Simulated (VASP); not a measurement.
# KF (Fm-3m) in VASP: settings compared, part 2 of 2

VASP 6.6.1.

**5. Single point, PBE+U**

Contents of INCAR:

```
SYSTEM = KF
ALGO = Normal ; EDIFF = 1E-6
ENCUT = 600 ; GGA = PE
GGA_COMPAT = .FALSE. ; ISIF = 2
ISMEAR = 0 ; LASPH = .TRUE.
LCHARG = .TRUE. ; LDAU = .TRUE.
LDAUJ = 0 0 ; LDAUL = -1 1
LDAUPRINT = 1 ; LDAUTYPE = 2
LDAUU = 0 1.2 ; LELF = .TRUE.
LREAL = .FALSE. ; LVHAR = .TRUE.
LWAVE = .FALSE. ; NBANDS = 15
NELM = 200 ; PREC = Accurate
SIGMA = 0.1
```

Contents of KPOINTS:

```
k-points
0
G
  7 7 7
  0 0 0
```

Contents of POSCAR:

```
KF
1.0
    0.0000000000      2.6544134050      2.6544134050
    2.6544134050      0.0000000000      2.6544134050
    2.6544134050      2.6544134050      0.0000000000
K F
1 1
Direct
    0.0000000000      0.0000000000      0.0000000000
    0.5000000000      0.5000000000      0.5000000000
```

Potentials or basis: VASP PAW PBE potentials, release 64 (K_sv, F).

Started as:

```sh
> cat potpaw_PBE.64/K_sv/POTCAR potpaw_PBE.64/F/POTCAR > POTCAR
> mpirun -np 1 vasp_std > vasp.out
```

OUTCAR:

```text
SYSTEM = KF
   EDIFF = 1E-6
   ENCUT = 600
   GGA = PE
   ISIF = 2
   ISMEAR = 0
   LASPH = .TRUE.
   LREAL = .FALSE.
   NELM = 200
   PREC = Accurate

 ion  position               nearest neighbor table
   1  0.000  0.000  0.000-   2 2.65   2 2.65   2 2.65   2 2.65   2 2.65   2 2.65
   2  0.500  0.500  0.500-   1 2.65   1 2.65   1 2.65   1 2.65   1 2.65   1 2.65

  LATTYP: Found a face centered cubic cell.
 ALAT       =     5.3088268100

  Lattice vectors:

 A1 = (   0.0000000000,   2.6544134050,   2.6544134050)
 A2 = (   2.6544134050,   0.0000000000,   2.6544134050)
 A3 = (   2.6544134050,   2.6544134050,   0.0000000000)

Analysis of symmetry for initial positions (statically):
=====================================================================
 Subroutine PRICEL returns:
 Original cell was already a primitive cell.

 Routine SETGRP: Setting up the symmetry group for a
 face centered cubic supercell.

 Subroutine GETGRP returns: Found 48 space group operations
 (whereof 48 operations were pure point group operations)
 out of a pool of 48 trial point group operations.

The static configuration has the point symmetry O_h .

Analysis of symmetry for dynamics (positions and initial velocities):
=====================================================================
 Subroutine PRICEL returns:
 Original cell was already a primitive cell.

 Routine SETGRP: Setting up the symmetry group for a
 face centered cubic supercell.

 Subroutine GETGRP returns: Found 48 space group operations
 (whereof 48 operations were pure point group operations)
 out of a pool of 48 trial point group operations.

The dynamic configuration has the point symmetry O_h .

 Subroutine INISYM returns: Found 48 space group operations
 (whereof 48 operations are pure point group operations),
 and found     1 'primitive' translations

----------------------------------------------------------------------------------------

                                     Primitive cell

  volume of cell :      37.4055

  direct lattice vectors                    reciprocal lattice vectors
     0.000000000  2.654413405  2.654413405    -0.188365535  0.188365535  0.188365535
     2.654413405  0.000000000  2.654413405     0.188365535 -0.188365535  0.188365535
     2.654413405  2.654413405  0.000000000     0.188365535  0.188365535 -0.188365535

  length of vectors
     3.753907437  3.753907437  3.753907437     0.326258676  0.326258676  0.326258676

  position of ions in fractional coordinates (direct lattice)
     0.000000000  0.000000000  0.000000000
     0.500000000  0.500000000  0.500000000

  ion indices of the primitive-cell ions
   primitive index   ion index
                 1           1
                 2           2

----------------------------------------------------------------------------------------

 KPOINTS: k-points

Automatic generation of k-mesh.
 Grid dimensions read from file:
 generate k-points for:    7    7    7

 Generating k-lattice:

  Cartesian coordinates                     Fractional coordinates (reciprocal lattice)
    -0.026909362  0.026909362  0.026909362     0.142857143  0.000000000  0.000000000
[... 38 lines left out ...]
   total plane-waves  NPLWV =  27000
   dimension x,y,z NGX =    30 NGY =   30 NGZ =   30
   dimension x,y,z NGXF=    60 NGYF=   60 NGZF=   60
   ions per type =               1   1
   NGX,Y,Z   is equivalent  to a cutoff of  13.29, 13.29, 13.29 a.u.
   NGXF,Y,Z  is equivalent  to a cutoff of  26.57, 26.57, 26.57 a.u.
 SYSTEM =  KF
   PREC   = accura    normal or accurate (medium, high low for compatibility)
   ISTART =      0    job   : 0-new  1-cont  2-samecut
   ICHARG =      2    charge: 1-file 2-atom 10-const
   ISPIN  =      1    spin polarized calculation?
   LNONCOLLINEAR =      F non collinear calculations
   LSORBIT =      F    spin-orbit coupling
   LASPH  =      T    aspherical Exc in radial PAW
   ENCUT  =  600.0 eV  44.10 Ry    6.64 a.u.   7.50  7.50  7.50*2*pi/ulx,y,z
   NELM   =    200;   NELMIN=  2; NELMDL= -5     # of ELM steps
   EDIFF  = 0.1E-05   stopping-criterion for ELM
   LREAL  =      F    real-space projection
   EDIFFG = 0.1E-04   stopping-criterion for IOM
   NSW    =      0    number of steps for IOM
   IBRION =     -1    ionic relax: 0-MD 1-quasi-New 2-CG
   NFREE  =      0    steps in history (QN), initial steepest desc. (CG)
   ISIF   =      2    stress and relaxation
   ISYM   =      2    0-nonsym 1-usesym 2-fastsym
   POTIM  = 0.5000    time-step for ionic-motion
   TEBEG  =    0.0;   TEEND  =   0.0 temperature during run
   PSTRESS=    0.0 pullay stress
   NELECT =      16.0000    total number of electrons
   NUPDOWN=      -1.0000    fix difference up-down
   EMIN   =  10.00;   EMAX   =-10.00  energy-range for DOS
   EFERMI =   0.00;   METHOD = LEGACY
   ISMEAR =     0;   SIGMA  =   0.10  broadening in eV -4-tet -1-fermi 0-gaus
   EFERMI_NEDOS =   21; number of points for ismear=-14 and -15
   IALGO  =     38    algorithm
   IMIX   =      4    mixing-type and parameters
     AMIX     =   0.40;   BMIX     =  1.00
     AMIX_MAG =   1.60;   BMIX_MAG =  1.00
  volume/ion in A,a.u.               =      18.70       126.21
  Fermi-wavevector in a.u.,A,eV,Ry     =   1.233492  2.330962 20.701292  1.521502
  Thomas-Fermi vector in A             =   2.368220
   LORBIT       =      0    0 simple, 1 ext, 2 COOP (PROOUT), +10 PAW based schemes
 LDA+U is selected, type is set to LDAUTYPE =  2
   angular momentum for each species LDAUL =    -1    1
   U (eV)           for each species LDAUU =   0.0  1.2
   J (eV)           for each species LDAUJ =   0.0  0.0
   GGA     = PE    functional components
   LHFCALC =     F    Hartree Fock is set to
   AEXX    =    0.0000 exact exchange contribution
   IVDW    =     0    specifies the selected vdW correction
   LEPSILON=     F    determine dielectric tensor
   LRPA    =     F    only Hartree local field effects (RPA)
 non-spin polarized calculation
 Gauss-broadening in eV      SIGMA  =   0.10
  energy-cutoff  :      600.00
  volume of cell :       37.41
 maximum number of plane-waves:      1267
 NGX is ok and might be reduce to    30
   NGX = 15   NGY = 15   NGZ = 15

 number of electron      16.0000003 magnetization

 Free energy of the ion-electron system (eV)
  ---------------------------------------------------
  ext. energy  EPLUGINS =         0.00000000
  ---------------------------------------------------
  free energy    TOTEN  =        -7.57922251 eV

  energy without entropy =       -7.57922251  energy(sigma->0) =       -7.57922251

 E-fermi :  -2.3218     XC(G=0):  -8.4816

 val. band max:       -2.8453955195   @ k =   0.0000   0.0000   0.0000
 cond. band min:       3.5327401297   @ k =   0.0000   0.0000   0.0000
 fundamental gap:      6.3781356492
 Fermi energy:        -2.3218446970

 k-point     1 :       0.0000    0.0000    0.0000
  band No.  band energies     occupation
      1     -28.8516      2.00000
      2     -21.2878      2.00000
      3     -12.0882      2.00000
      4     -12.0882      2.00000
      5     -12.0882      2.00000
      6      -2.8454      2.00000
      7      -2.8454      2.00000
      8      -2.8454      2.00000
      9       3.5327      0.00000
     10       7.9766      0.00000
     11       7.9766      0.00000
     12       7.9766      0.00000
     13       9.6752      0.00000
     14       9.6752      0.00000
[... 329 lines left out ...]
      2     -21.3381      2.00000
      3     -12.5240      2.00000
      4     -12.4260      2.00000
      5     -12.1847      2.00000
      6      -3.2663      2.00000
      7      -3.0315      2.00000
      8      -3.0111      2.00000
      9       6.6976      0.00000
     10       7.4353      0.00000
     11       8.6086      0.00000
     12      10.8448      0.00000
     13      11.2226      0.00000
     14      12.2072      0.00000
     15      13.5915      0.00000

------------------------ aborting loop because EDIFF is reached ----------------------------------------

  FORCE on cell =-STRESS in cart. coord.  units (eV):
  Direction    XX          YY          ZZ          XY          YZ          ZX
  --------------------------------------------------------------------------------------
  -------------------------------------------------------------------------------------
  Total        0.4497939      0.4497939      0.4497939      0.0000000      0.0000000     -0.0000000
  in kB       19.2658606     19.2658606     19.2658606      0.0000000      0.0000000     -0.0000000
  external PRESSURE =      19.2658606 kB  Pullay stress =       0.0000000 kB

 VOLUME and BASIS-vectors are now :
 -----------------------------------------------------------------------------
  energy-cutoff  :      600.00
  volume of cell :       37.41
      direct lattice vectors                 reciprocal lattice vectors
     0.000000000  2.654413405  2.654413405    -0.188365535  0.188365535  0.188365535
     2.654413405  0.000000000  2.654413405     0.188365535 -0.188365535  0.188365535
     2.654413405  2.654413405  0.000000000     0.188365535  0.188365535 -0.188365535

 POSITION                                       TOTAL-FORCE (eV/Angst)
 -----------------------------------------------------------------------------------
      0.00000      0.00000      0.00000        -0.000000     -0.000000     -0.000000
      2.65441      2.65441      2.65441         0.000000      0.000000      0.000000
 -----------------------------------------------------------------------------------
    total drift:                                0.000000      0.000000      0.000000

  FREE ENERGIE OF THE ION-ELECTRON SYSTEM (eV)
  ---------------------------------------------------
  free  energy   TOTEN  =        -7.5792225148 eV

  energy  without entropy=       -7.5792225148  energy(sigma->0) =       -7.57922251
```

stdout:

```text
POSCAR found type information on POSCAR K F
 POSCAR found :  2 types and       2 ions
 scaLAPACK will be used
 LDA part: xc-table for (Slater+PW92), standard interpolation
 POSCAR, INCAR and KPOINTS ok, starting setup
 FFT: planning ... GRIDC
 FFT: planning ... GRID_SOFT
 FFT: planning ... GRID
 WAVECAR not read
 entering main loop
```

Wall time 14 s (1 thread of Intel Xeon Platinum 8259CL at 2.50GHz (Skylake/Cascade Lake), shared host); peak memory 0.17 GiB.

Results:

| Item | Value |
| --- | --- |
| Free energy | -7.5792 eV |
| Pressure | 1.9 GPa |
| Band gap on the k mesh | 6.38 eV |

Levels at points of the mesh, in eV from the valence-band top:
```
           k point  band 4  band 5  band 6  band 7  band 8  band 9  band 10  band 11  band 12  band 13
(0.00, 0.00, 0.00)   -9.24   -9.24    0.00    0.00    0.00    6.38    10.82    10.82    10.82    12.52
```

**6. Single point, PBE+U**

Contents of INCAR:

```
SYSTEM = KF
ALGO = Normal ; EDIFF = 1E-6
ENCUT = 600 ; GGA = PE
GGA_COMPAT = .False. ; ISIF = 2
ISMEAR = 0 ; LASPH = .True.
LCHARG = .False. ; LDAU = .True.
LDAUJ = 0 0 ; LDAUL = -1 1
LDAUPRINT = 1 ; LDAUTYPE = 2
LDAUU = 0 8.4 ; LREAL = .False.
LWAVE = .False. ; NBANDS = 15
NELM = 200 ; PREC = Accurate
SIGMA = 0.1
```

Contents of KPOINTS:

```
k-points
0
Gamma
  8 8 8
  0 0 0
```

POSCAR is that of step 5.

Potentials or basis: VASP PAW PBE potentials, release 64 (K_sv, F).

Started as:

```sh
> cat potpaw_PBE.64/K_sv/POTCAR potpaw_PBE.64/F/POTCAR > POTCAR
> mpirun -np 1 vasp_std > vasp.out
```

It took 18 s on 1 thread of Intel Xeon Platinum 8259CL at 2.50GHz (Skylake/Cascade Lake), shared host; peak memory 0.17 GiB.

Results (log left out):

```
Free energy            : -3.4543 eV
Pressure               : 0.6 GPa
Band gap on the k mesh : 7.10 eV
```

Levels at points of the mesh, in eV from the valence-band top:
| k point | band 4 | band 5 | band 6 | band 7 | band 8 | band 9 | band 10 | band 11 | band 12 | band 13 |
| --- | --- | --- | --- | --- | --- | --- | --- | --- | --- | --- |
| (0.00, 0.00, 0.00) | -8.72 | -8.72 | 0.00 | 0.00 | 0.00 | 7.10 | 11.41 | 11.41 | 11.41 | 13.11 |
| (0.50, 0.00, 0.00) | -8.76 | -8.76 | -0.71 | -0.33 | -0.33 | 9.71 | 11.55 | 12.77 | 12.77 | 15.04 |
| (0.50, 0.50, 0.00) | -8.95 | -8.95 | -0.15 | -0.04 | -0.04 | 8.92 | 11.21 | 12.59 | 14.38 | 14.96 |

**7. Overview**

```csv
level,U,k mesh,gap on the mesh (eV),pressure (GPa)
PBEsol+U,F p U = 5.2 eV,4 × 1 × 1,6.51,5.2
PBE+U,F p U = 2.4 eV,2 × 2 × 2,6.47,1.8
PBEsol+U,F p U = 4.5 eV,1 × 1 × 3,6.45,5.4
PBE+U,F p U = 1.2 eV,7 × 7 × 7,6.38,1.9
PBE+U,F p U = 8.4 eV,8 × 8 × 8,7.10,0.6
```

Alike in all rows: task single point; potentials or basis VASP PAW PBE potentials, release 64 (K_sv, F); no spin polarisation; cell as given; cutoff (eV) 600; smearing gaussian 0.1 eV.

Caveats: some runs use coarse meshes; the PAW data sets were made with another functional, which shifts forces and pressure a little (at least some runs).

Absolute energies hang on the potentials; compare differences alone.
